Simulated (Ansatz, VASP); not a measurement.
## TiB2 in VASP and in Ansatz

```
Ti B
1.0
     2.98402    0.00000    0.00000
    -1.49201    2.58424    0.00000
     0.00000    0.00000    3.18077
Ti B
1 2
Cartesian
  0.0000 0.0000 0.0000
  0.0000 1.7228 1.5904
  1.4920 0.8614 1.5904
```

Alike in both runs: functional r2SCAN; k mesh 13 × 13 × 10; occupations fermi-dirac, width 0.1 eV; no spin polarisation.

Ansatz relaxed the structure, and its values are those at the end. VASP's run is a single point on that final structure, the one shown.

```csv
,VASP,Ansatz
version,VASP 6.6.1,Ansatz 0.2.0
potentials or method,"VASP PAW PBE potentials, release 64 (Ti_sv, B), cutoff 550 eV",PAW plane waves
valence electrons in the cell,18,18
```

VASP gave:

- pressure (GPa): 12.4

What did Ansatz give for the same quantities?

Pressure (GPa): 11.6.

VASP's potentials were made for PBE, not for r2SCAN. With one functional, cell and mesh, what is left measures potentials, basis and numerics. Ansatz's warnings: stress scf threshold loose.
